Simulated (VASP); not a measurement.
Write the native input for VASP 6.6.1 that does the following.

```
Task                                : relaxation of the atoms
Functional                          : PBE
Potentials or basis                 : VASP PAW PBE potentials, release 64 (Be, F)
Cutoff                              : 520 eV
k mesh                              : 6 × 4 × 1
Occupations                         : gaussian, width 0.1 eV
Spin                                : no spin polarisation
Dipole correction                   : yes
Atoms held fixed (from 0)           : [0, 1, 2, 3, 4, 5, 6, 7, 8, 9, 10, 11, 12, 13, 14, 15, 16, 17, 18, 19, 20, 21, 22, 23]
Further INCAR settings              : ALGO = Normal; EDIFF = 1e-07; NELMDL = -8; IBRION = 2; EDIFFG = -0.025; NSW = 36
Atoms held along some axes (from 0) : atom 24 along a and b
```

The structure of Be24F lies in POSCAR:

```
Be24F
1.0
    4.5254381414      0.0000000000      0.0000000000
    0.0000000000      7.1336190818      0.0000000000
    0.0000000000      0.0000000000     19.8685529777
Be F
24 1
Selective dynamics
Direct
    0.0000000000      0.3750000000      0.2013231665  F F F
    0.0000000000      0.8750000000      0.2013231665  F F F
    0.5000000000      0.3750000000      0.2013231665  F F F
    0.5000000000      0.8750000000      0.2013231665  F F F
    0.2500000000      0.1250000000      0.2341987732  F F F
    0.2500000000      0.6250000000      0.2341987732  F F F
    0.7500000000      0.1250000000      0.2341987732  F F F
    0.7500000000      0.6250000000      0.2341987732  F F F
    0.2500000000      0.3750000000      0.2999499865  F F F
    0.2500000000      0.8750000000      0.2999499865  F F F
    0.7500000000      0.3750000000      0.2999499865  F F F
    0.7500000000      0.8750000000      0.2999499865  F F F
    0.0000000000      0.1250000000      0.3268353583  F F F
    0.0000000000      0.6250000000      0.3268353583  F F F
    0.5000000000      0.1250000000      0.3268353583  F F F
    0.5000000000      0.6250000000      0.3268353583  F F F
    0.0000000000      0.3750000000      0.3993099146  F F F
    0.0000000000      0.8750000000      0.3993099146  F F F
    0.5000000000      0.3750000000      0.3993099146  F F F
    0.5000000000      0.8750000000      0.3993099146  F F F
    0.2500000000      0.1250000000      0.4211958962  F F F
    0.2500000000      0.6250000000      0.4211958962  F F F
    0.7500000000      0.1250000000      0.4211958962  F F F
    0.7500000000      0.6250000000      0.4211958962  F F F
    0.5000000000      0.1250000000      0.4734417012  F F T
```

These files were run (other wordings do the same):

INCAR

```
PREC = Accurate
ENCUT = 520
EDIFF = 1E-7
ISMEAR = 0
SIGMA = 0.1
LREAL = F
LASPH = T
NELM = 120
ALGO = Normal
ISIF = 2
LWAVE = F
LCHARG = F
LDIPOL = T
IDIPOL = 3
DIPOL = 0.5 0.5 0.320
GGA = PE
IBRION = 2
NSW = 36
EDIFFG = -0.025
GGA_COMPAT = F
NELMIN = 4
NELMDL = -8
KPAR = 4
```

KPOINTS

```
Automatic mesh
0
Gamma
  6 4 1
```

Potentials or basis: VASP PAW PBE potentials, release 64 (Be, F).

Run with:

```console
$ cat potpaw_PBE.64/Be/POTCAR potpaw_PBE.64/F/POTCAR > POTCAR
$ mpirun -np 4 vasp_std > vasp.out
```

It gave:

* Energy gained by relaxing: 9.7 meV/atom
* Ionic steps: 3
* Band gap on the k mesh: zero (an odd number of electrons rules out a gap without spin polarisation)

Run time: 9.1 min on 4 MPI ranks on Intel(R) Xeon(R) Platinum 8259CL CPU @ 2.50GHz (Skylake/Cascade Lake) (shared host), peak memory 0.83 GiB a rank.
